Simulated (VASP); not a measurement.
# Si (Imma) in VASP: further runs, part 2 of 2

VASP 6.6.1. Earlier steps stand in the parts before.

## 4. Electric field gradients, PBE (z stretched by +4 % at fixed volume)

Contents of INCAR:

```
SYSTEM = Si
  PREC = Accurate
  ENCUT = 520
  EDIFF = 1E-8
  ISMEAR = -1
  SIGMA = 0.05
  LREAL = .FALSE.
  LASPH = .TRUE.
  NELM = 80
  ALGO = Normal
  ISIF = 2
  LWAVE = .FALSE.
  LCHARG = .FALSE.
  GGA = PE
  LEFG = .TRUE.
  NBANDS = 11
```

Contents of KPOINTS:

```
regular mesh
0
G
  16 16 16
  0 0 0
```

Contents of POSCAR:

```
Si
1.0
   -2.2072871010      2.3225053304      1.3260000000
    2.2072871010     -2.3225053304      1.3260000000
    2.2072871010      2.3225053304     -1.3260000000
Si
2
Direct
    0.8070000000      0.5570000000      0.2500000000
    0.1930000000      0.4430000000      0.7500000000
```

Potentials or basis: VASP PAW PBE potentials, release 64 (Si).

Run with:

```sh
> cat potpaw_PBE.64/Si/POTCAR > POTCAR
> mpirun -np 1 vasp_std > vasp.out
```

OUTCAR:

```text
SYSTEM = Si
   PREC = Accurate
   ENCUT = 520
   EDIFF = 1E-8
   ISMEAR = -1
   LREAL = .FALSE.
   LASPH = .TRUE.
   NELM = 80
   ISIF = 2
   GGA = PE

 ion  position               nearest neighbor table
   1  0.807  0.557  0.250-   2 2.34   2 2.34   2 2.43   2 2.43   2 2.74   2 2.74
   2  0.193  0.443  0.750-   1 2.34   1 2.34   1 2.43   1 2.43   1 2.74   1 2.74

  LATTYP: Found a body centered orthorhombic cell.
 ALAT       =     2.6520000000
 B/A-ratio  =     1.6646207398
 C/A-ratio  =     1.7515123155

  Lattice vectors:

 A1 = (   2.2072871010,  -2.3225053304,   1.3260000000)
 A2 = (  -2.2072871010,  -2.3225053304,  -1.3260000000)
 A3 = (   2.2072871010,   2.3225053304,  -1.3260000000)

Analysis of symmetry for initial positions (statically):
=====================================================================
 Subroutine PRICEL returns:
 Original cell was already a primitive cell.

 Routine SETGRP: Setting up the symmetry group for a
 body centered orthorhombic supercell.

 Subroutine GETGRP returns: Found  8 space group operations
 (whereof  4 operations were pure point group operations)
 out of a pool of  8 trial point group operations.

The static configuration has the point symmetry C_2h.
 The point group associated with its full space group is D_2h.

Analysis of symmetry for dynamics (positions and initial velocities):
=====================================================================
 Subroutine PRICEL returns:
 Original cell was already a primitive cell.

 Routine SETGRP: Setting up the symmetry group for a
 body centered orthorhombic supercell.

 Subroutine GETGRP returns: Found  8 space group operations
[... 484 lines left out ...]
      2       7.0140      2.00000
      3       8.3320      2.00000
      4      10.9174      0.02340
      5      13.0587      0.00000
      6      16.8329      0.00000
      7      17.9750      0.00000
      8      19.5528      0.00000
      9      20.4269      0.00000
     10      21.2715      0.00000
     11      22.7363      0.00000

 [... further k-points ...]

------------------------ aborting loop because EDIFF is reached ----------------------------------------

  FORCE on cell =-STRESS in cart. coord.  units (eV):
  Direction    XX          YY          ZZ          XY          YZ          ZX
  --------------------------------------------------------------------------------------
  -------------------------------------------------------------------------------------
  Total        2.6814602      4.3138168      1.6338555      0.0000000     -0.0000000      0.0000000
  in kB      158.0021049    254.1869300     96.2731493      0.0000000     -0.0000000      0.0000000
  external PRESSURE =     169.4873947 kB  Pullay stress =       0.0000000 kB

 VOLUME and BASIS-vectors are now :
 -----------------------------------------------------------------------------
  energy-cutoff  :      520.00
  volume of cell :       27.19
      direct lattice vectors                 reciprocal lattice vectors
    -2.207287101  2.322505330  1.326000000     0.000000000  0.215284759  0.377073906
     2.207287101 -2.322505330  1.326000000     0.226522413  0.000000000  0.377073906
     2.207287101  2.322505330 -1.326000000     0.226522413  0.215284759  0.000000000

 POSITION                                       TOTAL-FORCE (eV/Angst)
 -----------------------------------------------------------------------------------
      0.00000      1.16125      1.47716         0.000000     -0.000000      0.031161
      2.20729      1.16125     -0.15116        -0.000000      0.000000     -0.031161
 -----------------------------------------------------------------------------------
    total drift:                                0.000000     -0.000000     -0.000000

  FREE ENERGIE OF THE ION-ELECTRON SYSTEM (eV)
  ---------------------------------------------------
  free  energy   TOTEN  =       -10.0689564422 eV

  energy  without entropy=      -10.0631498831  energy(sigma->0) =      -10.06605316

 Electric field gradients (V/A^2)
---------------------------------------------------------------------
 ion       V_xx      V_yy      V_zz      V_xy      V_xz      V_yz
---------------------------------------------------------------------
   1       6.411   -34.051    27.640    -0.000     0.000    -0.000
   2       6.411   -34.051    27.640    -0.000     0.000    -0.000
---------------------------------------------------------------------

 Electric field gradients after diagonalization (V/A^2)
 (convention: |V_zz| > |V_xx| > |V_yy|)
----------------------------------------------------------------------
 ion       V_xx      V_yy      V_zz     asymmetry (V_yy - V_xx)/ V_zz
----------------------------------------------------------------------
   1      27.640     6.411   -34.051       0.623
   2      27.640     6.411   -34.051       0.623
----------------------------------------------------------------------

           NMR quadrupolar parameters

 Cq : quadrupolar parameter    Cq=e*Q*V_zz/h
 eta: asymmetry parameters     (V_yy - V_xx)/ V_zz
 Q  : nuclear electric quadrupole moment in mb (millibarn)
----------------------------------------------------------------------
 ion       Cq(MHz)       eta       Q (mb)
----------------------------------------------------------------------
   1      -0.082       0.623       1.000
   2      -0.082       0.623       1.000
----------------------------------------------------------------------
```

stdout:

```text
POSCAR found type information on POSCAR Si
 POSCAR found :  1 types and       2 ions
 scaLAPACK will be used
 LDA part: xc-table for (Slater+PW92), standard interpolation
 POSCAR, INCAR and KPOINTS ok, starting setup
 FFT: planning ... GRIDC
 FFT: planning ... GRID_SOFT
 FFT: planning ... GRID
 WAVECAR not read
 entering main loop
ion   1

ion   2
```

Run time: 5.7 min. Hardware: 1 thread of AMD EPYC 7R13, shared host; peak memory 0.24 GiB.

Results:

```
Free energy            : -10.0690 eV
Pressure               : 16.9 GPa
Largest force          : 0.031 eV/Å
Band gap on the k mesh : zero (band 4 reaches 14.12 eV, above the bottom of band 5 at 5.89 eV)
```

Forces in eV/Å, atoms in the order of the input:
```
Si   0.000  0.000  0.031
Si   0.000  0.000 -0.031
```

Levels at points of the mesh, in eV from the Fermi level:
| k point | band 2 | band 3 | band 4 | band 5 | band 6 | band 7 |
| --- | --- | --- | --- | --- | --- | --- |
| (0.00, 0.00, 0.00) | -2.52 | -2.20 | -0.73 | 1.31 | 7.64 | 9.26 |
| (0.50, 0.00, 0.00) | -7.93 | -1.66 | -1.61 | -1.27 | -0.07 | 4.98 |
| (0.00, 0.50, 0.00) | -7.47 | -2.61 | -2.60 | -1.50 | 0.98 | 5.45 |
| (0.50, 0.50, 0.00) | -11.32 | 0.55 | 0.55 | 3.68 | 3.68 | 7.31 |
| (0.50, 0.50, 0.50) | -7.81 | -7.63 | -7.25 | 4.18 | 5.36 | 14.55 |

Electric field gradients, principal values (V/Å²):
```csv
atom,least,middle,greatest (by size)
1 Si,6.411,27.640,-34.051
2 Si,6.411,27.640,-34.051
```

Caveat: the cell differs from its parent crystal (z stretched by +4 % at fixed volume); without QUAD_EFG the Cq values of the log hold for a quadrupole moment of 1 mb, not for the nuclei.

## 5. Electric field gradients, PBE

This run uses another cell than the first one, of 13.60 Å³/atom, 0.971 times its volume.

INCAR, as its differences from that of step 4:

```diff
@@ -8,3 +8,3 @@
   LASPH = .TRUE.
-  NELM = 80
+  NELM = 60
   ALGO = Normal
```

KPOINTS is that of step 4.

Contents of POSCAR:

```
Si
1.0
   -2.2510000000      2.3685000000      1.2750000000
    2.2510000000     -2.3685000000      1.2750000000
    2.2510000000      2.3685000000     -1.2750000000
Si
2
Direct
    0.8070000000      0.5570000000      0.2500000000
    0.1930000000      0.4430000000      0.7500000000
```

Potentials or basis: VASP PAW PBE potentials, release 64 (Si).

Run with:

```sh
> cat potpaw_PBE.64/Si/POTCAR > POTCAR
> mpirun -np 1 vasp_std > vasp.out
```

OUTCAR:

```text
SYSTEM = Si
   PREC = Accurate
   ENCUT = 520
   EDIFF = 1E-8
   ISMEAR = -1
   LREAL = .FALSE.
   LASPH = .TRUE.
   NELM = 60
   ISIF = 2
   GGA = PE

 ion  position               nearest neighbor table
   1  0.807  0.557  0.250-   2 2.39   2 2.39   2 2.46   2 2.46   2 2.74   2 2.74
   2  0.193  0.443  0.750-   1 2.39   1 2.39   1 2.46   1 2.46   1 2.74   1 2.74

  LATTYP: Found a body centered orthorhombic cell.
 ALAT       =     2.5500000000
 B/A-ratio  =     1.7654901961
 C/A-ratio  =     1.8576470588

  Lattice vectors:

 A1 = (   2.2510000000,  -2.3685000000,   1.2750000000)
 A2 = (  -2.2510000000,  -2.3685000000,  -1.2750000000)
 A3 = (   2.2510000000,   2.3685000000,  -1.2750000000)

Analysis of symmetry for initial positions (statically):
=====================================================================
 Subroutine PRICEL returns:
 Original cell was already a primitive cell.

 Routine SETGRP: Setting up the symmetry group for a
 body centered orthorhombic supercell.

 Subroutine GETGRP returns: Found  8 space group operations
 (whereof  4 operations were pure point group operations)
 out of a pool of  8 trial point group operations.

The static configuration has the point symmetry C_2h.
 The point group associated with its full space group is D_2h.

Analysis of symmetry for dynamics (positions and initial velocities):
=====================================================================
 Subroutine PRICEL returns:
 Original cell was already a primitive cell.

 Routine SETGRP: Setting up the symmetry group for a
 body centered orthorhombic supercell.

 Subroutine GETGRP returns: Found  8 space group operations
 (whereof  4 operations were pure point group operations)
 out of a pool of  8 trial point group operations.

The dynamic configuration has the point symmetry C_2h.
 The point group associated with its full space group is D_2h.

 Subroutine INISYM returns: Found  8 space group operations
 (whereof  4 operations are pure point group operations),
 and found     1 'primitive' translations

----------------------------------------------------------------------------------------

                                     Primitive cell

  volume of cell :      27.1906

  direct lattice vectors                    reciprocal lattice vectors
    -2.251000000  2.368500000  1.275000000     0.000000000  0.211104074  0.392156863
     2.251000000 -2.368500000  1.275000000     0.222123501  0.000000000  0.392156863
     2.251000000  2.368500000 -1.275000000     0.222123501  0.211104074  0.000000000

  length of vectors
     3.507480328  3.507480328  3.507480328     0.445367191  0.450694857  0.306437236

  position of ions in fractional coordinates (direct lattice)
     0.807000000  0.557000000  0.250000000
     0.193000000  0.443000000  0.750000000

  ion indices of the primitive-cell ions
   primitive index   ion index
                 1           1
                 2           2

----------------------------------------------------------------------------------------

 KPOINTS: regular mesh
[... 85 lines left out ...]
   IALGO  =     38    algorithm
   IMIX   =      4    mixing-type and parameters
     AMIX     =   0.40;   BMIX     =  1.00
     AMIX_MAG =   1.60;   BMIX_MAG =  1.00
  volume/ion in A,a.u.               =      13.60        91.75
  Fermi-wavevector in a.u.,A,eV,Ry     =   1.088843  2.057614 16.130773  1.185578
  Thomas-Fermi vector in A             =   2.225033
   LORBIT       =      0    0 simple, 1 ext, 2 COOP (PROOUT), +10 PAW based schemes
   GGA     = PE    functional components
   LHFCALC =     F    Hartree Fock is set to
   AEXX    =    0.0000 exact exchange contribution
   IVDW    =     0    specifies the selected vdW correction
   LEPSILON=     F    determine dielectric tensor
   LRPA    =     F    only Hartree local field effects (RPA)
 non-spin polarized calculation
  energy-cutoff  :      520.00
  volume of cell :       27.19
 maximum number of plane-waves:       761
 NGX is ok and might be reduce to    28
   NGX = 13   NGY = 13   NGZ = 13

 number of electron       8.0000000 magnetization

 Free energy of the ion-electron system (eV)
  ---------------------------------------------------
  ext. energy  EPLUGINS =         0.00000000
  ---------------------------------------------------
  free energy    TOTEN  =       -10.10763405 eV

  energy without entropy =      -10.10156439  energy(sigma->0) =      -10.10459922

 E-fermi :  10.6869     XC(G=0): -11.3762

 val. band max:       10.6725904868   @ k =   0.0625   0.3125   0.0625
 cond. band min:      10.6927963097   @ k =   0.5000  -0.3125   0.1875
 fundamental gap:      0.0202058229
 Fermi energy:        10.6869391060

 k-point     1 :       0.0000    0.0000    0.0000
  band No.  band energies     occupation
      1      -4.1192      2.00000
      2       7.7160      2.00000
      3       8.2050      2.00000
      4       9.0352      2.00000
      5      11.7772      0.00000
      6      18.4540      0.00000
      7      19.8390      0.00000
      8      20.7164      0.00000
      9      21.3194      0.00000
     10      21.4671      0.00000
     11      22.7387      0.00000
[... 309 lines left out ...]
 k-point    24 :      -0.1250    0.0625    0.0000
  band No.  band energies     occupation
      1      -3.9044      2.00000
      2       6.5929      2.00000
      3       7.9388      2.00000
      4      10.1875      1.99991
      5      12.7441      0.00000
      6      16.6393      0.00000
      7      18.9095      0.00000
      8      20.1342      0.00000
      9      20.6978      0.00000
     10      21.7238      0.00000
     11      23.1791      0.00000

 [... further k-points ...]

------------------------ aborting loop because EDIFF is reached ----------------------------------------

  FORCE on cell =-STRESS in cart. coord.  units (eV):
  Direction    XX          YY          ZZ          XY          YZ          ZX
  --------------------------------------------------------------------------------------
  -------------------------------------------------------------------------------------
  Total        2.5015593      2.9452788      2.5284770      0.0000000      0.0000000      0.0000000
  in kB      147.4016434    173.5473302    148.9877399      0.0000000      0.0000000      0.0000000
  external PRESSURE =     156.6455712 kB  Pullay stress =       0.0000000 kB

 VOLUME and BASIS-vectors are now :
 -----------------------------------------------------------------------------
  energy-cutoff  :      520.00
  volume of cell :       27.19
      direct lattice vectors                 reciprocal lattice vectors
    -2.251000000  2.368500000  1.275000000     0.000000000  0.211104074  0.392156863
     2.251000000 -2.368500000  1.275000000     0.222123501  0.000000000  0.392156863
     2.251000000  2.368500000 -1.275000000     0.222123501  0.211104074  0.000000000

 POSITION                                       TOTAL-FORCE (eV/Angst)
 -----------------------------------------------------------------------------------
     -0.00000      1.18425      1.42035        -0.000000     -0.000000     -0.000582
      2.25100      1.18425     -0.14535         0.000000      0.000000      0.000582
 -----------------------------------------------------------------------------------
    total drift:                                0.000000     -0.000000     -0.000000

  FREE ENERGIE OF THE ION-ELECTRON SYSTEM (eV)
  ---------------------------------------------------
  free  energy   TOTEN  =       -10.1076340513 eV

  energy  without entropy=      -10.1015643872  energy(sigma->0) =      -10.10459922

 Electric field gradients (V/A^2)
---------------------------------------------------------------------
 ion       V_xx      V_yy      V_zz      V_xy      V_xz      V_yz
---------------------------------------------------------------------
   1       9.902   -26.272    16.370    -0.000    -0.000    -0.000
   2       9.902   -26.272    16.370    -0.000    -0.000    -0.000
---------------------------------------------------------------------

 Electric field gradients after diagonalization (V/A^2)
 (convention: |V_zz| > |V_xx| > |V_yy|)
----------------------------------------------------------------------
 ion       V_xx      V_yy      V_zz     asymmetry (V_yy - V_xx)/ V_zz
----------------------------------------------------------------------
   1      16.370     9.902   -26.272       0.246
   2      16.370     9.902   -26.272       0.246
----------------------------------------------------------------------

           NMR quadrupolar parameters

 Cq : quadrupolar parameter    Cq=e*Q*V_zz/h
 eta: asymmetry parameters     (V_yy - V_xx)/ V_zz
 Q  : nuclear electric quadrupole moment in mb (millibarn)
----------------------------------------------------------------------
 ion       Cq(MHz)       eta       Q (mb)
----------------------------------------------------------------------
   1      -0.064       0.246       1.000
   2      -0.064       0.246       1.000
----------------------------------------------------------------------
```

OSZICAR:

```text
N       E                     dE             d eps       ncg     rms          rms(c)
DAV:   1     0.598775198111E+01    0.59878E+01   -0.35132E+03 13670   0.618E+02
DAV:   2    -0.971999773826E+01   -0.15708E+02   -0.15084E+02 17789   0.862E+01
DAV:   3    -0.101280704320E+02   -0.40807E+00   -0.40508E+00 17953   0.113E+01
DAV:   4    -0.101295043026E+02   -0.14339E-02   -0.14336E-02 16395   0.831E-01
DAV:   5    -0.101295098951E+02   -0.55925E-05   -0.55922E-05 17344   0.471E-02    0.490E+00
DAV:   6    -0.101161007845E+02    0.13409E-01   -0.37672E-03 16178   0.330E-01    0.285E+00
DAV:   7    -0.101076666281E+02    0.84342E-02   -0.86194E-03 15711   0.532E-01    0.221E-01
DAV:   8    -0.101076484756E+02    0.18152E-04   -0.65427E-04 16170   0.150E-01    0.796E-02
DAV:   9    -0.101076344220E+02    0.14054E-04   -0.30689E-05 17010   0.321E-02    0.274E-02
DAV:  10    -0.101076340703E+02    0.35167E-06   -0.25265E-06 16900   0.102E-02    0.270E-03
DAV:  11    -0.101076340900E+02   -0.19670E-07   -0.65212E-08 16392   0.162E-03    0.827E-04
DAV:  12    -0.101076340425E+02    0.47493E-07   -0.21394E-09  9886   0.346E-04    0.660E-04
DAV:  13    -0.101076340532E+02   -0.10744E-07   -0.77151E-10  9124   0.143E-04    0.440E-05
DAV:  14    -0.101076340513E+02    0.19270E-08   -0.63432E-11  8691   0.582E-05
   1 F= -.10107634E+02 E0= -.10104599E+02  d E =-.606966E-02
```

stdout:

```text
POSCAR found type information on POSCAR Si
 POSCAR found :  1 types and       2 ions
 scaLAPACK will be used
 LDA part: xc-table for (Slater+PW92), standard interpolation
 POSCAR, INCAR and KPOINTS ok, starting setup
 FFT: planning ... GRIDC
 FFT: planning ... GRID_SOFT
 FFT: planning ... GRID
 WAVECAR not read
 entering main loop
ion   1

ion   2
```

Wall time 8 min (1 thread of AMD EPYC 7R13, shared host); peak memory 0.24 GiB.

What came out:

```yaml
Free_energy: -10.1076 eV
Pressure: 15.7 GPa
Band_gap_on_the_k_mesh: zero (band 4 reaches 13.67 eV, above the bottom of band 5 at 6.24 eV)
```

Stress tensor (GPa, compression positive):
```
14.74  0.00  0.00
 0.00 17.35  0.00
 0.00  0.00 14.90
```

Electric field gradients, principal values (V/Å²):
```
atom  least  middle  greatest (by size)
1 Si  9.902  16.370             -26.272
2 Si  9.902  16.370             -26.272
```

Caveat: without QUAD_EFG the Cq values of the log hold for a quadrupole moment of 1 mb, not for the nuclei.

## 6. Overview

```csv
cell,gap on the mesh (eV),pressure (GPa),largest force (eV/Å)
"a = 3.522 Å, angles 100.5, 95.5, 136.2°, 2 atoms",none,11.3,0.04
"a = 3.576 Å, angles 100.2, 95.0, 137.4°, 2 atoms",none,6.6,0.05
"a = 3.468 Å, angles 100.9, 95.9, 135.0°, 2 atoms",none,16.9,0.03
"a = 3.507 Å, angles 100.2, 95.0, 137.4°, 2 atoms",none,15.7,-
```

Alike in all rows: task electric field gradients; level PBE; potentials or basis VASP PAW PBE potentials, release 64 (Si); no spin polarisation; k mesh 16 × 16 × 16; cutoff (eV) 520; smearing fermi-dirac 0.05 eV.

Absolute energies hang on the potentials; compare differences alone.
